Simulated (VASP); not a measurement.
# MgO (P6_3mc) in VASP: a series of runs

MgO is run at these levels: PBEsol; tasks: single point, relaxation of cell and atoms.

Everything below comes from runs of VASP 6.6.1. Logs are shortened: lines on timing, memory, paths and dates and some standing lists are left out, and cuts for length are marked.

### Step 1. The cell of the first run

Symmetry: P6_3mc, No. 186, hexagonal system. The conventional cell has a = 3.303 Å, b = 3.303 Å, c = 5.020 Å, α = 90.00°, β = 90.00°, γ = 120.00°. Mg (site symmetry 3m) has 4 O at 1.98 to 1.99 Å within 2.6 Å. O (site symmetry 3m) has 4 Mg at 1.98 to 1.99 Å within 2.6 Å.

### Step 2. Single point, PBEsol

INCAR

```
SYSTEM = MgO
ALGO = Normal
EDIFF = 1E-7
ENCUT = 520
GGA = PS
ISIF = 2
ISMEAR = -1
LASPH = .True.
LCHARG = .False.
LREAL = .False.
LWAVE = .False.
NBANDS = 16
NELM = 100
PREC = Accurate
SIGMA = 0.02
```

KPOINTS

```
k-points
0
Gamma
  6 6 4
  0 0 0
```

POSCAR

```
MgO
1.0
    3.3028224899     -0.0000000029      0.0000000000
   -1.6514112424      2.8603281819      0.0000000000
    0.0000000000      0.0000000000      5.0203556252
Mg O
2 2
Direct
    0.3333333333      0.6666666667      0.0037263709
    0.6666666667      0.3333333333      0.5037263709
    0.3333333333      0.6666666667      0.4008736291
    0.6666666667      0.3333333333      0.9008736291
```

Potentials or basis: VASP PAW PBE potentials, release 64 (Mg, O).

Launch:

```console
$ cat potpaw_PBE.64/Mg/POTCAR potpaw_PBE.64/O/POTCAR > POTCAR
$ mpirun -np 1 vasp_std > vasp.out
```

OUTCAR:

```text
SYSTEM = MgO
   EDIFF = 1E-7
   ENCUT = 520
   GGA = PS
   ISIF = 2
   ISMEAR = -1
   LASPH = .True.
   LREAL = .False.
   NELM = 100
   PREC = Accurate

 ion  position               nearest neighbor table
   1  0.333  0.667  0.004-   4 1.98   4 1.98   4 1.98   3 1.99   2 3.15   2 3.15   2 3.15   2 3.15
                             2 3.15   2 3.15
   2  0.667  0.333  0.504-   3 1.98   3 1.98   3 1.98   4 1.99   1 3.15   1 3.15   1 3.15   1 3.15
                             1 3.15   1 3.15
   3  0.333  0.667  0.401-   2 1.98   2 1.98   2 1.98   1 1.99
   4  0.667  0.333  0.901-   1 1.98   1 1.98   1 1.98   2 1.99

  LATTYP: Found a hexagonal cell.
 ALAT       =     3.3028224899
 C/A-ratio  =     1.5200198135

  Lattice vectors:

 A1 = (   3.3028224899,  -0.0000000029,   0.0000000000)
 A2 = (  -1.6514112424,   2.8603281819,   0.0000000000)
 A3 = (   0.0000000000,   0.0000000000,   5.0203556252)

Analysis of symmetry for initial positions (statically):
=====================================================================
 Subroutine PRICEL returns:
 Original cell was already a primitive cell.

 Routine SETGRP: Setting up the symmetry group for a
 hexagonal supercell.

 Subroutine GETGRP returns: Found 12 space group operations
 (whereof  6 operations were pure point group operations)
 out of a pool of 24 trial point group operations.

The static configuration has the point symmetry C_3v.
 The point group associated with its full space group is C_6v.

Analysis of symmetry for dynamics (positions and initial velocities):
=====================================================================
 Subroutine PRICEL returns:
 Original cell was already a primitive cell.

 Routine SETGRP: Setting up the symmetry group for a
 hexagonal supercell.

 Subroutine GETGRP returns: Found 12 space group operations
 (whereof  6 operations were pure point group operations)
 out of a pool of 24 trial point group operations.

The dynamic configuration has the point symmetry C_3v.
 The point group associated with its full space group is C_6v.

 Subroutine INISYM returns: Found 12 space group operations
 (whereof  6 operations are pure point group operations),
 and found     1 'primitive' translations

----------------------------------------------------------------------------------------

                                     Primitive cell

  volume of cell :      47.4281

  direct lattice vectors                    reciprocal lattice vectors
     3.302822490 -0.000000003  0.000000000     0.302771343  0.174805116  0.000000000
    -1.651411242  2.860328182  0.000000000     0.000000000  0.349610232  0.000000000
     0.000000000  0.000000000  5.020355625     0.000000000  0.000000000  0.199189076

  length of vectors
     3.302822490  3.302822490  5.020355625     0.349610232  0.349610232  0.199189076

  position of ions in fractional coordinates (direct lattice)
     0.333333333  0.666666667  0.003726371
     0.666666667  0.333333333  0.503726371
     0.333333333  0.666666667  0.400873629
     0.666666667  0.333333333  0.900873629

  ion indices of the primitive-cell ions
   primitive index   ion index
                 1           1
                 2           2
                 3           3
                 4           4

----------------------------------------------------------------------------------------

 KPOINTS: k-points

Automatic generation of k-mesh.
 Grid dimensions read from file:
 generate k-points for:    6    6    4

 Generating k-lattice:

  Cartesian coordinates                     Fractional coordinates (reciprocal lattice)
     0.050461890  0.029134186  0.000000000     0.166666667  0.000000000  0.000000000
     0.000000000  0.058268372  0.000000000     0.000000000  0.166666667  0.000000000
     0.000000000  0.000000000  0.049797269     0.000000000  0.000000000  0.250000000

  Length of vectors
     0.058268372  0.058268372  0.049797269

  Shift w.r.t. Gamma in fractional coordinates (k-lattice)
     0.000000000  0.000000000  0.000000000

 Subroutine IBZKPT returns following result:
 ===========================================

 Found     21 irreducible k-points:

 Following reciprocal coordinates:
            Coordinates               Weight
  0.000000  0.000000  0.000000      1.000000
  0.166667  0.000000  0.000000      6.000000
  0.333333 -0.000000  0.000000      6.000000
  0.500000 -0.000000  0.000000      3.000000
  0.166667  0.166667  0.000000      6.000000
  0.333333  0.166667  0.000000     12.000000
[... 13 lines left out ...]
  0.333333  0.166667  0.500000     12.000000
  0.333333  0.333333  0.500000      2.000000
   k-points           NKPTS =     21   k-points in BZ     NKDIM =     21   number of bands    NBANDS=     16
   number of dos      NEDOS =    301   number of ions     NIONS =      4
   total plane-waves  NPLWV =  31360
   dimension x,y,z NGX =    28 NGY =   28 NGZ =   40
   dimension x,y,z NGXF=    56 NGYF=   56 NGZF=   80
   ions per type =               2   2
   NGX,Y,Z   is equivalent  to a cutoff of  14.09, 14.09, 13.25 a.u.
   NGXF,Y,Z  is equivalent  to a cutoff of  28.19, 28.19, 26.49 a.u.
 SYSTEM =  MgO
   PREC   = accura    normal or accurate (medium, high low for compatibility)
   ISTART =      0    job   : 0-new  1-cont  2-samecut
   ICHARG =      2    charge: 1-file 2-atom 10-const
   ISPIN  =      1    spin polarized calculation?
   LNONCOLLINEAR =      F non collinear calculations
   LSORBIT =      F    spin-orbit coupling
   LASPH  =      T    aspherical Exc in radial PAW
   ENCUT  =  520.0 eV  38.22 Ry    6.18 a.u.   6.14  6.14  9.33*2*pi/ulx,y,z
   NELM   =    100;   NELMIN=  2; NELMDL= -5     # of ELM steps
   EDIFF  = 0.1E-06   stopping-criterion for ELM
   LREAL  =      F    real-space projection
   EDIFFG = 0.1E-05   stopping-criterion for IOM
   NSW    =      0    number of steps for IOM
   IBRION =     -1    ionic relax: 0-MD 1-quasi-New 2-CG
   NFREE  =      0    steps in history (QN), initial steepest desc. (CG)
   ISIF   =      2    stress and relaxation
   ISYM   =      2    0-nonsym 1-usesym 2-fastsym
   POTIM  = 0.5000    time-step for ionic-motion
   TEBEG  =    0.0;   TEEND  =   0.0 temperature during run
   PSTRESS=    0.0 pullay stress
   NELECT =      16.0000    total number of electrons
   NUPDOWN=      -1.0000    fix difference up-down
   EMIN   =  10.00;   EMAX   =-10.00  energy-range for DOS
   EFERMI =   0.00;   METHOD = LEGACY
   ISMEAR =    -1;   SIGMA  =   0.02  broadening in eV -4-tet -1-fermi 0-gaus
   EFERMI_NEDOS =   21; number of points for ismear=-14 and -15
   IALGO  =     38    algorithm
   IMIX   =      4    mixing-type and parameters
     AMIX     =   0.40;   BMIX     =  1.00
     AMIX_MAG =   1.60;   BMIX_MAG =  1.00
  volume/ion in A,a.u.               =      11.86        80.02
  Fermi-wavevector in a.u.,A,eV,Ry     =   1.139645  2.153617 17.671124  1.298791
  Thomas-Fermi vector in A             =   2.276348
   LORBIT       =      0    0 simple, 1 ext, 2 COOP (PROOUT), +10 PAW based schemes
   GGA     = PS    functional components
   LHFCALC =     F    Hartree Fock is set to
   AEXX    =    0.0000 exact exchange contribution
   IVDW    =     0    specifies the selected vdW correction
   LEPSILON=     F    determine dielectric tensor
   LRPA    =     F    only Hartree local field effects (RPA)
 non-spin polarized calculation
  energy-cutoff  :      520.00
  volume of cell :       47.43
 maximum number of plane-waves:      1296
 NGX is ok and might be reduce to    28
   NGX = 13   NGY = 13   NGZ = 19

 number of electron      15.9999997 magnetization

 Free energy of the ion-electron system (eV)
  ---------------------------------------------------
  ext. energy  EPLUGINS =         0.00000000
  ---------------------------------------------------
  free energy    TOTEN  =       -24.55034857 eV

  energy without entropy =      -24.55034857  energy(sigma->0) =      -24.55034857

 E-fermi :   1.4452     XC(G=0):  -9.9586

 val. band max:        0.9702326464   @ k =   0.0000   0.0000   0.0000
 cond. band min:       4.3276079669   @ k =   0.0000   0.0000   0.0000
 fundamental gap:      3.3573753205
 Fermi energy:         1.4452446341

 k-point     1 :       0.0000    0.0000    0.0000
  band No.  band energies     occupation
      1     -15.1763      2.00000
      2     -14.3681      2.00000
      3      -2.3305      2.00000
      4       0.2397      2.00000
      5       0.2397      2.00000
      6       0.5679      2.00000
[... 8 lines left out ...]
     15      17.3541      0.00000
     16      17.3541      0.00000

 k-point     2 :       0.1667    0.0000    0.0000
  band No.  band energies     occupation
      1     -15.0403      2.00000
      2     -14.3236      2.00000
      3      -2.0622      2.00000
      4      -0.4556      2.00000
      5      -0.0935      2.00000
      6       0.0749      2.00000
[... 8 lines left out ...]
     15      16.4398      0.00000
     16      16.7256      0.00000

 k-point     3 :       0.3333   -0.0000    0.0000
  band No.  band energies     occupation
      1     -14.7275      2.00000
      2     -14.2613      2.00000
      3      -1.6644      2.00000
      4      -1.3604      2.00000
      5      -0.8788      2.00000
      6      -0.1841      2.00000
[... 8 lines left out ...]
     15      15.2725      0.00000
     16      16.4854      0.00000

 k-point     4 :       0.5000   -0.0000    0.0000
  band No.  band energies     occupation
      1     -14.5198      2.00000
      2     -14.2739      2.00000
      3      -2.1455      2.00000
      4      -1.2342      2.00000
      5      -0.7753      2.00000
      6      -0.2968      2.00000
[... 8 lines left out ...]
     15      14.9547      0.00000
     16      16.8332      0.00000
[... 267 lines left out ...]
 k-point    19 :       0.1667    0.1667    0.5000
  band No.  band energies     occupation
      1     -14.5440      2.00000
      2     -14.5440      2.00000
      3      -1.6357      2.00000
      4      -1.6357      2.00000
      5      -0.0767      2.00000
      6      -0.0767      2.00000
[... 8 lines left out ...]
     15      16.0075      0.00000
     16      16.0075      0.00000

 k-point    20 :       0.3333    0.1667    0.5000
  band No.  band energies     occupation
      1     -14.3902      2.00000
      2     -14.3902      2.00000
      3      -1.9439      2.00000
      4      -1.9439      2.00000
      5      -0.4815      2.00000
      6      -0.4815      2.00000
[... 8 lines left out ...]
     15      16.2714      0.00000
     16      16.2714      0.00000

 k-point    21 :       0.3333    0.3333    0.5000
  band No.  band energies     occupation
      1     -14.3391      2.00000
      2     -14.3391      2.00000
      3      -1.6481      2.00000
      4      -1.6481      2.00000
      5      -1.1462      2.00000
      6      -1.1462      2.00000
[... 8 lines left out ...]
     15      16.7195      0.00000
     16      16.7195      0.00000

------------------------ aborting loop because EDIFF is reached ----------------------------------------

  FORCE on cell =-STRESS in cart. coord.  units (eV):
  Direction    XX          YY          ZZ          XY          YZ          ZX
  --------------------------------------------------------------------------------------
  -------------------------------------------------------------------------------------
  Total       -0.0848374     -0.0848374     -0.0786286     -0.0000000     -0.0000000      0.0000000
  in kB       -2.8659104     -2.8659104     -2.6561680     -0.0000000     -0.0000000      0.0000000
  external PRESSURE =      -2.7959962 kB  Pullay stress =       0.0000000 kB

 VOLUME and BASIS-vectors are now :
 -----------------------------------------------------------------------------
  energy-cutoff  :      520.00
  volume of cell :       47.43
      direct lattice vectors                 reciprocal lattice vectors
     3.302822490 -0.000000003  0.000000000     0.302771343  0.174805116  0.000000000
    -1.651411242  2.860328182  0.000000000     0.000000000  0.349610232  0.000000000
     0.000000000  0.000000000  5.020355625     0.000000000  0.000000000  0.199189076

 POSITION                                       TOTAL-FORCE (eV/Angst)
 -----------------------------------------------------------------------------------
      0.00000      1.90689      0.01871         0.000000      0.000000      0.002082
      1.65141      0.95344      2.52889        -0.000000      0.000000      0.002082
      0.00000      1.90689      2.01253        -0.000000      0.000000     -0.002082
      1.65141      0.95344      4.52271         0.000000     -0.000000     -0.002082
 -----------------------------------------------------------------------------------
    total drift:                               -0.000000      0.000000      0.000918

  FREE ENERGIE OF THE ION-ELECTRON SYSTEM (eV)
  ---------------------------------------------------
  free  energy   TOTEN  =       -24.5503485728 eV

  energy  without entropy=      -24.5503485728  energy(sigma->0) =      -24.55034857
```

Run time: 11 s. Hardware: 1 thread of Intel Xeon Platinum 8559C (Emerald Rapids), shared host; peak memory 0.17 GiB.

Results:

- Free energy: -24.5503 eV
- Pressure: -0.3 GPa
- Band gap on the k mesh: 3.36 eV

Forces in eV/Å, atoms in the order of the input:
```
Mg   0.000  0.000  0.002
Mg   0.000  0.000  0.002
O    0.000  0.000 -0.002
O    0.000  0.000 -0.002
```

Levels at points of the mesh, in eV from the valence-band top:
| k point | band 4 | band 5 | band 6 | band 7 | band 8 | band 9 | band 10 | band 11 | band 12 | band 13 |
| --- | --- | --- | --- | --- | --- | --- | --- | --- | --- | --- |
| (0.00, 0.00, 0.00) | -0.73 | -0.73 | -0.40 | -0.40 | 0.00 | 3.36 | 8.39 | 10.16 | 14.03 | 14.03 |
| (0.50, 0.00, 0.00) | -2.20 | -1.75 | -1.27 | -0.82 | -0.49 | 7.65 | 7.91 | 9.10 | 10.61 | 12.77 |
| (0.00, 0.00, 0.50) | -2.04 | -0.57 | -0.57 | -0.57 | -0.57 | 5.87 | 5.87 | 13.03 | 13.03 | 14.52 |
| (0.50, 0.00, 0.50) | -3.14 | -0.90 | -0.90 | -0.71 | -0.71 | 7.22 | 7.22 | 10.68 | 10.68 | 13.51 |

Caveat: the PAW data sets were made with another functional, which shifts forces and pressure a little.

(Part 1 of 2 ends here.)
